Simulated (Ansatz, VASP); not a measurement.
# One calculation of Al16O25, two programs

```
CELL_PARAMETERS angstrom
2.40394 1.38792 4.37421
-4.80788 2.77583 8.74841
0.00000 -5.55167 8.74841
ATOMIC_POSITIONS crystal
Al 0.63832 0.33109 0.32545
Al 0.84486 0.43403 0.42826
Al 0.14613 0.06981 0.07393
Al 0.34074 0.18277 0.18682
Al 0.66733 0.32928 0.81327
Al 0.81997 0.44303 0.92742
Al 0.14496 0.07728 0.57679
Al 0.35383 0.17840 0.67600
Al 0.63818 0.83111 0.32416
Al 0.84863 0.93241 0.42554
Al 0.13318 0.58055 0.07815
Al 0.34186 0.67982 0.17932
Al 0.64207 0.82824 0.82267
Al 0.84855 0.93120 0.92548
Al 0.13895 0.58033 0.57410
Al 0.34803 0.68254 0.67620
O 0.43863 0.02957 0.38014
O 0.93916 0.13455 0.27299
O 0.04024 0.37805 0.23934
O 0.74354 0.22464 0.03198
O 0.24597 0.28895 0.46741
O 0.52760 0.48444 0.12819
O 0.44654 0.01738 0.87861
O 0.95917 0.12845 0.77212
O 0.04334 0.38139 0.71877
O 0.74451 0.21962 0.53934
O 0.33262 0.24726 0.90655
O 0.54822 0.48526 0.62093
O 0.43386 0.53000 0.38068
O 0.92970 0.63725 0.27641
O 0.04819 0.87651 0.22701
O 0.74250 0.71718 0.03690
O 0.24344 0.79153 0.46510
O 0.54768 0.98372 0.12195
O 0.44389 0.53774 0.87507
O 0.93899 0.63546 0.77141
O 0.05291 0.87592 0.72664
O 0.74347 0.72376 0.53285
O 0.24091 0.78923 0.96763
O 0.55712 0.98009 0.61947
O 0.15403 0.35000 0.00987
```

Alike in both runs: task single point; functional r2SCANh; k mesh 1 × 1 × 1; occupations fermi-dirac, width 0.01 eV; no spin polarisation.

```csv
,VASP,Ansatz
version,VASP 6.6.1,Ansatz 0.2.0
potentials or method,"VASP PAW PBE potentials, release 64 (Al, O), cutoff 580 eV",plane-wave PAW DFT
valence electrons in the cell,198,198
```

|  | VASP | Ansatz | Ansatz less VASP |
| --- | --- | --- | --- |
| gap on the k mesh at the Fermi level (eV) | 6.69 | 6.71 | +0.025 |
| rms of the force components (eV/Å) | 0.069 | 0.111 | +0.0419 |

VASP's potentials were made for PBE, not for r2SCANh. With one functional, cell and mesh, what is left measures potentials, basis and numerics.
